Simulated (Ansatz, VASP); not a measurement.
## Two plane-wave programs on Mn

```xyz
2
Lattice="2.8282 0.0000 0.0000 -1.4141 2.4493 0.0000 0.0000 0.0000 4.2785" Properties=species:S:1:pos:R:3 pbc="T T T"
Mn    0.0000    1.6328    1.0696
Mn    1.4141    0.8164    3.2089
```

Alike in both runs: task single point; functional r2SCAN; k mesh 14 × 14 × 8; occupations fermi-dirac, width 0.05 eV; collinear spin.

```csv
,VASP,Ansatz
version,VASP 6.6.1,Ansatz 0.2.0
potentials or method,"VASP PAW PBE potentials, release 64 (Mn_pv), cutoff 520 eV","plane waves (500 eV) with PAW, scalar-relativistic"
valence electrons in the cell,26,30
```

VASP gave:

* pressure (GPa): 0.3
* traceless stress, the component that is largest in VASP (GPa): 0.31
* net moment per atom (μB): 0.00
* size of the moment on the site where the two differ most (μB): 3.71

What did Ansatz give for the same quantities?

Pressure (GPa): 0.0; traceless stress, the component that is largest in VASP (GPa): 0.01; net moment per atom (μB): 0.00; size of the moment on the site where the two differ most (μB): 3.71.

VASP's potentials were made for PBE, not for r2SCAN. Site moments also hang on the region over which each program counts them. VASP's potentials hold 26 valence electrons a cell and Ansatz's 30, so a difference there can come from the potentials and not from the codes. Ansatz's warnings: stability check not made.
